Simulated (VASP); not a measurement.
# Te2Mo in VASP: notebook

Te2Mo is run at these levels: PBE+D3(BJ); tasks: single point.

Everything below comes from runs of VASP 6.6.1. Logs are shortened: lines on timing, memory, paths and dates and some standing lists are left out, and cuts for length are marked.

## (1) The cell of the first run

The cell holds a slab with vacuum, 3 atoms: a = 3.224 Å, b = 3.224 Å, c = 33.270 Å, α = 90.00°, β = 90.00°, γ = 120.00°.

## (2) Single point, PBE+D3(BJ)

INCAR

```
ALGO = Normal ; DIPOL = 0.5 0.5 0.500
EDIFF = 1E-6 ; ENCUT = 520
GGA = PE ; IDIPOL = 3
ISIF = 2 ; ISMEAR = 0
IVDW = 12 ; LASPH = True
LCHARG = True ; LDIPOL = True
LELF = True ; LREAL = False
LVACPOTAV = True ; LVHAR = True
LWAVE = False ; NBANDS = 20
NELM = 100 ; PREC = Accurate
SIGMA = 0.02
```

KPOINTS

```
k-points
0
Gamma
  9 9 1
```

POSCAR

```
Te2Mo
1.0
    3.2240000000      0.0000000000      0.0000000000
   -1.6120000000      2.7920659018      0.0000000000
    0.0000000000      0.0000000000     33.2698832047
Te Mo
2 1
Direct
    0.3333333333      0.6666666667      0.4491732511
    0.3333333333      0.6666666667      0.5508267489
    0.6666666667      0.3333333333      0.5000000000
```

Potentials or basis: VASP PAW PBE potentials, release 64 (Te, Mo_sv).

On the command line:

```bash
cat potpaw_PBE.64/Te/POTCAR potpaw_PBE.64/Mo_sv/POTCAR > POTCAR
mpirun -np 1 vasp_std > vasp.out
```

OUTCAR:

```text
EDIFF = 1E-6
   ENCUT = 520
   GGA = PE
   ISIF = 2
   ISMEAR = 0
   IVDW = 12
   LASPH = True
   LREAL = False
   NELM = 100
   PREC = Accurate
 IVDW          = 12

 ion  position               nearest neighbor table
   1  0.333  0.667  0.449-   3 2.51   3 2.51   3 2.51   2 3.38
   2  0.333  0.667  0.551-   3 2.51   3 2.51   3 2.51   1 3.38
   3  0.667  0.333  0.500-   1 2.51   2 2.51   1 2.51   2 2.51   1 2.51   2 2.51

  LATTYP: Found a hexagonal cell.
 ALAT       =     3.2240000000
 C/A-ratio  =    10.3194426814

  Lattice vectors:

 A1 = (   3.2240000000,   0.0000000000,   0.0000000000)
 A2 = (  -1.6120000000,   2.7920659018,   0.0000000000)
 A3 = (   0.0000000000,   0.0000000000,  33.2698832047)

Analysis of symmetry for initial positions (statically):
=====================================================================
 Subroutine PRICEL returns:
 Original cell was already a primitive cell.

 Routine SETGRP: Setting up the symmetry group for a
 hexagonal supercell.

 Subroutine GETGRP returns: Found 12 space group operations
 (whereof 12 operations were pure point group operations)
 out of a pool of 24 trial point group operations.

The static configuration has the point symmetry D_3h.

Analysis of symmetry for dynamics (positions and initial velocities):
=====================================================================
 Subroutine PRICEL returns:
 Original cell was already a primitive cell.

 Routine SETGRP: Setting up the symmetry group for a
 hexagonal supercell.

 Subroutine GETGRP returns: Found 12 space group operations
 (whereof 12 operations were pure point group operations)
 out of a pool of 24 trial point group operations.

The dynamic configuration has the point symmetry D_3h.

 Subroutine INISYM returns: Found 12 space group operations
 (whereof 12 operations are pure point group operations),
 and found     1 'primitive' translations

----------------------------------------------------------------------------------------

                                     Primitive cell

  volume of cell :     299.4829

  direct lattice vectors                    reciprocal lattice vectors
     3.224000000  0.000000000  0.000000000     0.310173697  0.179078868  0.000000000
    -1.612000000  2.792065902  0.000000000     0.000000000  0.358157735  0.000000000
     0.000000000  0.000000000 33.269883205     0.000000000  0.000000000  0.030057214

  length of vectors
     3.224000000  3.224000000 33.269883205     0.358157735  0.358157735  0.030057214

  position of ions in fractional coordinates (direct lattice)
     0.333333333  0.666666667  0.449173251
     0.333333333  0.666666667  0.550826749
     0.666666667  0.333333333  0.500000000

  ion indices of the primitive-cell ions
   primitive index   ion index
                 1           1
                 2           2
                 3           3

----------------------------------------------------------------------------------------

 KPOINTS: k-points

Automatic generation of k-mesh.
 Grid dimensions read from file:
 generate k-points for:    9    9    1

 Generating k-lattice:

  Cartesian coordinates                     Fractional coordinates (reciprocal lattice)
     0.034463744  0.019897652  0.000000000     0.111111111 -0.000000000  0.000000000
     0.000000000  0.039795304  0.000000000     0.000000000  0.111111111  0.000000000
     0.000000000  0.000000000  0.030057214     0.000000000  0.000000000  1.000000000

  Length of vectors
     0.039795304  0.039795304  0.030057214

  Shift w.r.t. Gamma in fractional coordinates (k-lattice)
     0.000000000  0.000000000  0.000000000

 Subroutine IBZKPT returns following result:
 ===========================================

 Found     12 irreducible k-points:

 Following reciprocal coordinates:
            Coordinates               Weight
  0.000000  0.000000  0.000000      1.000000
  0.111111 -0.000000  0.000000      6.000000
  0.222222  0.000000  0.000000      6.000000
  0.333333  0.000000  0.000000      6.000000
  0.444444  0.000000  0.000000      6.000000
  0.111111  0.111111  0.000000      6.000000
  0.222222  0.111111  0.000000     12.000000
  0.333333  0.111111  0.000000     12.000000
  0.444444  0.111111  0.000000      6.000000
  0.222222  0.222222  0.000000      6.000000
  0.333333  0.222222  0.000000     12.000000
  0.333333  0.333333  0.000000      2.000000
   k-points           NKPTS =     12   k-points in BZ     NKDIM =     12   number of bands    NBANDS=     20
   number of dos      NEDOS =    301   number of ions     NIONS =      3
   total plane-waves  NPLWV = 144000
   dimension x,y,z NGX =    24 NGY =   24 NGZ =  250
   dimension x,y,z NGXF=    48 NGYF=   48 NGZF=  500
   ions per type =               2   1
   NGX,Y,Z   is equivalent  to a cutoff of  12.38, 12.38, 12.49 a.u.
   NGXF,Y,Z  is equivalent  to a cutoff of  24.75, 24.75, 24.98 a.u.
 SYSTEM =  unknown system
   PREC   = accura    normal or accurate (medium, high low for compatibility)
   ISTART =      0    job   : 0-new  1-cont  2-samecut
   ICHARG =      2    charge: 1-file 2-atom 10-const
   ISPIN  =      1    spin polarized calculation?
   LNONCOLLINEAR =      F non collinear calculations
   LSORBIT =      F    spin-orbit coupling
   LASPH  =      T    aspherical Exc in radial PAW
   ENCUT  =  520.0 eV  38.22 Ry    6.18 a.u.   5.99  5.99 61.86*2*pi/ulx,y,z
   NELM   =    100;   NELMIN=  2; NELMDL= -5     # of ELM steps
   EDIFF  = 0.1E-05   stopping-criterion for ELM
   LREAL  =      F    real-space projection
   EDIFFG = 0.1E-04   stopping-criterion for IOM
   NSW    =      0    number of steps for IOM
   IBRION =     -1    ionic relax: 0-MD 1-quasi-New 2-CG
   NFREE  =      0    steps in history (QN), initial steepest desc. (CG)
   ISIF   =      2    stress and relaxation
   ISYM   =      2    0-nonsym 1-usesym 2-fastsym
   POTIM  = 0.5000    time-step for ionic-motion
   TEBEG  =    0.0;   TEEND  =   0.0 temperature during run
   PSTRESS=    0.0 pullay stress
   NELECT =      26.0000    total number of electrons
   NUPDOWN=      -1.0000    fix difference up-down
   EMIN   =  10.00;   EMAX   =-10.00  energy-range for DOS
   EFERMI =   0.00;   METHOD = LEGACY
   ISMEAR =     0;   SIGMA  =   0.02  broadening in eV -4-tet -1-fermi 0-gaus
   EFERMI_NEDOS =   21; number of points for ismear=-14 and -15
   IALGO  =     38    algorithm
   IMIX   =      4    mixing-type and parameters
     AMIX     =   0.40;   BMIX     =  1.00
     AMIX_MAG =   1.60;   BMIX_MAG =  1.00
  volume/ion in A,a.u.               =      99.83       673.67
  Fermi-wavevector in a.u.,A,eV,Ry     =   0.724895  1.369854  7.149497  0.525473
  Thomas-Fermi vector in A             =   1.815480
   LORBIT       =      0    0 simple, 1 ext, 2 COOP (PROOUT), +10 PAW based schemes
   GGA     = PE    functional components
   LHFCALC =     F    Hartree Fock is set to
   AEXX    =    0.0000 exact exchange contribution
   IVDW    =    12    specifies the selected vdW correction
   LEPSILON=     F    determine dielectric tensor
   LRPA    =     F    only Hartree local field effects (RPA)
 non-spin polarized calculation
 Gauss-broadening in eV      SIGMA  =   0.02
  energy-cutoff  :      520.00
  volume of cell :      299.48
 maximum number of plane-waves:      8172
 NGX is ok and might be reduce to    24
   NGX = 11   NGY = 11   NGZ =123

 dipolmoment           0.000000      0.000000      0.000000 electrons x Angstroem

 number of electron      25.9999998 magnetization

 dipolmoment           0.000000      0.000000     -0.000000 electrons x Angstroem

 Free energy of the ion-electron system (eV)
  ---------------------------------------------------
  ext. energy  EPLUGINS =         0.00000000
  ---------------------------------------------------
  free energy    TOTEN  =       -16.15627012 eV

  energy without entropy =      -16.15627012  energy(sigma->0) =      -16.15627012

 E-fermi :  -1.4756     XC(G=0):  -2.6971

 val. band max:       -1.5649339645   @ k =   0.4444   0.0000   0.0000
 cond. band min:      -0.1962649307   @ k =   0.2222   0.2222   0.0000
 fundamental gap:      1.3686690338
 Fermi energy:        -1.4756241249

 k-point     1 :       0.0000    0.0000    0.0000
  band No.  band energies     occupation
      1     -61.9917      2.00000
      2     -36.4641      2.00000
      3     -36.0393      2.00000
      4     -36.0393      2.00000
      5     -15.8975      2.00000
      6     -14.4858      2.00000
[... 12 lines left out ...]
     19       3.4406      0.00000
     20       3.4406      0.00000

 k-point     2 :       0.1111   -0.0000    0.0000
  band No.  band energies     occupation
      1     -61.9873      2.00000
      2     -36.4526      2.00000
      3     -36.0842      2.00000
      4     -36.0490      2.00000
      5     -15.6513      2.00000
      6     -14.3328      2.00000
[... 12 lines left out ...]
     19       2.9824      0.00000
     20       3.4658      0.00000

 k-point     3 :       0.2222    0.0000    0.0000
  band No.  band energies     occupation
      1     -61.9763      2.00000
      2     -36.4232      2.00000
      3     -36.1964      2.00000
      4     -36.0737      2.00000
      5     -14.9475      2.00000
      6     -13.8934      2.00000
[... 12 lines left out ...]
     19       3.7101      0.00000
     20       4.1740      0.00000

 k-point     4 :       0.3333    0.0000    0.0000
  band No.  band energies     occupation
      1     -61.9637      2.00000
      2     -36.3897      2.00000
      3     -36.3214      2.00000
      4     -36.1016      2.00000
      5     -13.9086      2.00000
      6     -13.2543      2.00000
[... 153 lines left out ...]
 k-point    11 :       0.3333    0.2222    0.0000
  band No.  band energies     occupation
      1     -61.9518      2.00000
      2     -36.3581      2.00000
      3     -36.3580      2.00000
      4     -36.2091      2.00000
      5     -12.5049      2.00000
      6     -12.3932      2.00000
[... 12 lines left out ...]
     19       5.4688      0.00000
     20       5.8992      0.00000

 k-point    12 :       0.3333    0.3333    0.0000
  band No.  band energies     occupation
      1     -61.9496      2.00000
      2     -36.3522      2.00000
      3     -36.3260      2.00000
      4     -36.2681      2.00000
      5     -12.1855      2.00000
      6     -12.1806      2.00000
[... 12 lines left out ...]
     19       4.2022      0.00000
     20       6.1226      0.00000

------------------------ aborting loop because EDIFF is reached ----------------------------------------

 Edisp (eV)   -1.46512

 E8    (eV) :    -0.7137

  FORCE on cell =-STRESS in cart. coord.  units (eV):
  Direction    XX          YY          ZZ          XY          YZ          ZX
  --------------------------------------------------------------------------------------
  -------------------------------------------------------------------------------------
  Total      14.00813    14.00813    16.06176     0.00000     0.00000    -0.00000
  in kB      74.94085    74.94085    85.92743     0.00000     0.00000    -0.00000
  external pressure =       78.60 kB  Pullay stress =        0.00 kB

 VOLUME and BASIS-vectors are now :
 -----------------------------------------------------------------------------
  energy-cutoff  :      520.00
  volume of cell :      299.48
      direct lattice vectors                 reciprocal lattice vectors
     3.224000000  0.000000000  0.000000000     0.310173697  0.179078868  0.000000000
    -1.612000000  2.792065902  0.000000000     0.000000000  0.358157735  0.000000000
     0.000000000  0.000000000 33.269883205     0.000000000  0.000000000  0.030057214

 POSITION                                       TOTAL-FORCE (eV/Angst)
 -----------------------------------------------------------------------------------
     -0.00000      1.86138     14.94394         0.000000      0.000000     -4.752729
     -0.00000      1.86138     18.32594         0.000000     -0.000000      4.752729
      1.61200      0.93069     16.63494        -0.000000      0.000000      0.000000
 -----------------------------------------------------------------------------------
    total drift:                               -0.000000      0.000000      0.000000

  FREE ENERGIE OF THE ION-ELECTRON SYSTEM (eV)
  ---------------------------------------------------
  free  energy   TOTEN  =       -17.6213920928 eV

  energy  without entropy=      -17.6213920928  energy(sigma->0) =      -17.62139209

 vacuum level on the upper side and lower side of the slab         3.206         3.206
```

It took 1.8 min on 1 thread of Intel Xeon Platinum 8488C (Sapphire Rapids), shared host; peak memory 0.4 GiB.

Results:

```yaml
Free_energy: -17.6214 eV
Largest_force: 4.753 eV/Å
Band_gap_on_the_k_mesh: 1.37 eV, indirect (least direct gap 1.77 eV)
Dispersion_energy_per_atom: -0.488 eV
```

Forces in eV/Å, atoms in the order of the input:
```
Te   0.000  0.000 -4.753
Te   0.000  0.000  4.753
Mo   0.000  0.000  0.000
```

Levels at points of the mesh, in eV from the valence-band top:
```
           k point  band 9  band 10  band 11  band 12  band 13  band 14  band 15  band 16  band 17  band 18
(0.00, 0.00, 0.00)   -2.24    -2.24    -1.21    -1.11    -1.11     4.13     4.26     4.38     4.38     4.79
```

Caveat: spin-orbit coupling is left out, which moves the levels of the heavy elements.

## (3) Single point, PBE+D3(BJ)

INCAR

```
SYSTEM = Te2Mo
PREC = Accurate
ENCUT = 520
EDIFF = 1E-6
ISMEAR = 0
SIGMA = 0.02
LREAL = .FALSE.
LASPH = .TRUE.
NELM = 100
ALGO = Normal
ISIF = 2
LWAVE = .FALSE.
LCHARG = .FALSE.
LDIPOL = .TRUE.
IDIPOL = 3
DIPOL = 0.5 0.5 0.500
GGA = PE
IVDW = 12
NBANDS = 20
```

KPOINTS

```
Automatic mesh
0
G
  9 9 1
  0 0 0
```

POSCAR

```
Te2Mo
1.0
    3.2240000000      0.0000000000      0.0000000000
   -1.6120000000      2.7920659018      0.0000000000
    0.0000000000      0.0000000000     33.2698832047
Te Mo
2 1
Direct
    0.3333333333      0.6666666667      0.4453860421
    0.3333333333      0.6666666667      0.5546139579
    0.6666666667      0.3333333333      0.5000000000
```

Potentials or basis: VASP PAW PBE potentials, release 64 (Te, Mo_sv).

On the command line:

```bash
cat potpaw_PBE.64/Te/POTCAR potpaw_PBE.64/Mo_sv/POTCAR > POTCAR
mpirun -np 1 vasp_std > vasp.out
```

Run time: 1.7 min. Hardware: 1 thread of Intel Xeon Platinum 8488C (Sapphire Rapids), shared host; peak memory 0.41 GiB.

The run converged. Its results:

| Property | Result |
| --- | --- |
| Free energy | -18.4441 eV |
| Largest force | 1.923 eV/Å |
| Band gap on the k mesh | 0.83 eV, indirect (least direct gap 1.48 eV) |
| Dispersion energy per atom | -0.474 eV |

Forces on the atoms (eV/Å):
```
Te   0.000  0.000 -1.923
Te   0.000  0.000  1.923
Mo   0.000  0.000  0.000
```

Levels at points of the mesh, in eV from the valence-band top:
```tsv
k point	band 9	band 10	band 11	band 12	band 13	band 14	band 15	band 16	band 17	band 18
(0.00, 0.00, 0.00)	-1.90	-1.90	-1.76	-0.92	-0.92	3.60	3.76	4.06	4.06	4.31
```

Caveat: spin-orbit coupling is left out, which moves the levels of the heavy elements.

## (4) Single point, PBE+D3(BJ)

INCAR

```
PREC = Accurate
ENCUT = 520
EDIFF = 1E-6
ISMEAR = 0
SIGMA = 0.02
LREAL = False
LASPH = True
NELM = 100
ALGO = Normal
ISIF = 2
LWAVE = False
LCHARG = False
LDIPOL = True
IDIPOL = 3
DIPOL = 0.5 0.5 0.500
GGA = PE
IVDW = 12
NBANDS = 20
```

KPOINTS

```
Automatic mesh
0
Gamma
  9 9 1
```

POSCAR

```
Te2Mo
1.0
    3.2240000000      0.0000000000      0.0000000000
   -1.6120000000      2.7920659018      0.0000000000
    0.0000000000      0.0000000000     33.2698832047
Te Mo
2 1
Direct
    0.3333333333      0.6666666667      0.4415988332
    0.3333333333      0.6666666667      0.5584011668
    0.6666666667      0.3333333333      0.5000000000
```

On the command line:

```bash
cat potpaw_PBE.64/Te/POTCAR potpaw_PBE.64/Mo_sv/POTCAR > POTCAR
mpirun -np 1 vasp_std > vasp.out
```

Wall time 98 s (1 thread of Intel Xeon Platinum 8488C (Sapphire Rapids), shared host); peak memory 0.4 GiB.

The run converged. Its results:

* Free energy: -18.6561 eV
* Largest force: 0.121 eV/Å
* Band gap on the k mesh: 0.36 eV, indirect (least direct gap 0.87 eV)
* Dispersion energy per atom: -0.460 eV

Forces in eV/Å, atoms in the order of the input:
```
Te   0.000  0.000  0.121
Te   0.000  0.000 -0.121
Mo   0.000  0.000  0.000
```

Levels at points of the mesh, in eV from the valence-band top:
| k point | band 10 | band 11 | band 12 | band 13 | band 14 | band 15 | band 16 | band 17 |
| --- | --- | --- | --- | --- | --- | --- | --- | --- |
| (0.00, 0.00, 0.00) | -1.63 | -1.63 | -0.73 | -0.73 | 3.14 | 3.36 | 3.79 | 3.79 |

Caveat: spin-orbit coupling is left out, which moves the levels of the heavy elements.

## (5) Single point, PBE+D3(BJ)

This run uses another cell than the first one, of 105.67 Å³/atom, 1.059 times its volume.

INCAR

```
SYSTEM = Te2Mo
  PREC = Accurate
  ENCUT = 520
  EDIFF = 1E-6
  ISMEAR = 0
  SIGMA = 0.02
  LREAL = .False.
  LASPH = .True.
  NELM = 100
  ALGO = Normal
  ISIF = 2
  LWAVE = .False.
  LCHARG = .True.
  LDIPOL = .True.
  IDIPOL = 3
  DIPOL = 0.5 0.5 0.500
  GGA = PE
  IVDW = 12
  LELF = .True.
  LVHAR = .True.
  LVACPOTAV = .True.
  NBANDS = 20
```

KPOINTS

```
regular mesh
0
Gamma
  9 9 1
  0 0 0
```

POSCAR

```
Te2Mo
1.0
    3.3170000000      0.0000000000      0.0000000000
   -1.6585000000      2.8726062644      0.0000000000
    0.0000000000      0.0000000000     33.2698832047
Te Mo
2 1
Direct
    0.3333333333      0.6666666667      0.4510668556
    0.3333333333      0.6666666667      0.5489331444
    0.6666666667      0.3333333333      0.5000000000
```

On the command line:

```bash
cat potpaw_PBE.64/Te/POTCAR potpaw_PBE.64/Mo_sv/POTCAR > POTCAR
mpirun -np 1 vasp_std > vasp.out
```

It took 2.5 min on 1 thread of Intel Xeon Platinum 8488C (Sapphire Rapids), shared host; peak memory 0.49 GiB.

The run converged. Its results:

* Free energy: -17.7270 eV
* Largest force: 5.313 eV/Å
* Band gap on the k mesh: 1.34 eV, direct
* Dispersion energy per atom: -0.467 eV

Forces on the atoms (eV/Å):
```
Te   0.000  0.000 -5.313
Te   0.000  0.000  5.313
Mo   0.000  0.000  0.000
```

Levels at points of the mesh, in eV from the valence-band top:
```csv
k point,band 11,band 12,band 13,band 14,band 15,band 16
"(0.00, 0.00, 0.00)",-1.03,-1.03,-0.35,4.34,4.34,4.70
```

Caveat: spin-orbit coupling is left out, which moves the levels of the heavy elements.
